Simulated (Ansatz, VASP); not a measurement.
# ZnO in VASP and in Ansatz

POSCAR

```
ZnO
1.0
    3.2419811878      0.0000000000      0.0000000000
   -1.6209905939      2.8076380673      0.0000000000
    0.0000000000      0.0000000000      5.2276401338
Zn O
2 2
Direct
    0.3333333333      0.6666666667      0.0014489149
    0.6666666667      0.3333333333      0.5014489149
    0.3333333333      0.6666666667      0.3806510851
    0.6666666667      0.3333333333      0.8806510851
```

File INCAR.step1:

```
ALGO     = Normal         # electronic algorithm
EDIFF    = 1E-5           # SCF threshold, eV
ENCUT    = 520            # plane-wave cutoff, eV
GGA      = PE             # functional
ISIF     = 2              # what is computed and relaxed
ISMEAR   = 0              # smearing method
LASPH    = True           # aspherical terms in the spheres
LCHARG   = False          # write CHGCAR
LREAL    = False          # projectors in reciprocal space
LUSENCCL = False        
LWAVE    = True           # write WAVECAR
NBANDS   = 26             # bands
NELM     = 100            # most SCF steps
PREC     = Accurate       # precision mode
SIGMA    = 0.05           # smearing width, eV
```

INCAR.step2

```
AEXX     = 0.2            # exact-exchange fraction
ALGO     = Normal         # electronic algorithm
EDIFF    = 1E-6           # SCF threshold, eV
ENCUT    = 520            # plane-wave cutoff, eV
GGA      = PE             # functional
HFSCREEN = 0.20787        # screening, 1/A
ISIF     = 2              # what is computed and relaxed
ISMEAR   = 0              # smearing method
ISTART   = 1            
LASPH    = True           # aspherical terms in the spheres
LCHARG   = False          # write CHGCAR
LHFCALC  = True           # exact exchange
LREAL    = False          # projectors in reciprocal space
LUSENCCL = False        
LWAVE    = False          # write WAVECAR
NBANDS   = 26             # bands
NELM     = 100            # most SCF steps
PREC     = Accurate       # precision mode
PRECFOCK = Normal       
SIGMA    = 0.05           # smearing width, eV
```

Contents of KPOINTS:

```
k-points
0
Gamma
  4 4 4
```

Input for Ansatz:

```yaml
crystal:
  lattice:
    - [3.2419811878, 0.0, 0.0]
    - [-1.6209905939, 2.8076380673, 0.0]
    - [0.0, 0.0, 5.2276401338]
  atoms:
    - { symbol: Zn, position: [0.3333333333, 0.6666666667, 0.0014489149] }
    - { symbol: Zn, position: [0.6666666667, 0.3333333333, 0.5014489149] }
    - { symbol: O, position: [0.3333333333, 0.6666666667, 0.3806510851] }
    - { symbol: O, position: [0.6666666667, 0.3333333333, 0.8806510851] }
basis:
  ecutwfc: 420
  ecutrho_ratio: 4
kpoints:
  mp_grid: { grid: [4, 4, 4] }
hamiltonian:
  xc: { preset: hse06, exx: { coeff: 0.2, omega: 0.20787 } }
scf:
  occupations: { method: gaussian, width: 0.05 }
  n_extra_bands: 11
output:
  forces: true
  stress: true
  eigenvalues: true
  populations: true
  dos: { projected: true, de: 0.02 }
```

Alike in both runs: task single point; functional PBE-based screened hybrid; k mesh 4 × 4 × 4; occupations gaussian, width 0.05 eV; no spin polarisation.

|  | VASP | Ansatz |
| --- | --- | --- |
| version | VASP 6.6.1 | Ansatz 0.2.0 |
| potentials or method | VASP PAW PBE potentials, release 64 (Zn, O), cutoff 520 eV | scalar-relativistic, plane waves, PAW |
| valence electrons in the cell | 36 | 36 |

```tsv
	VASP	Ansatz	Ansatz less VASP
gap on the k mesh at the Fermi level (eV)	2.13	2.17	+0.038
least direct gap on the mesh (eV)	2.13	2.17	+0.038
pressure (GPa)	2.6	1.4	-1.12
traceless stress, the component that is largest in VASP (GPa)	-0.23	-0.25	-0.019
rms of the force components (eV/Å)	0.005	0.005	+0.0007
```

VASP's potentials were made for PBE, not for PBE-based screened hybrid. Atom by atom the forces differ by 0.001 eV/Å (rms over components). Ansatz's warnings: stress exchange threshold loose, stress scf threshold loose.

The k mesh is coarse, so the values compare programs but aren't converged.
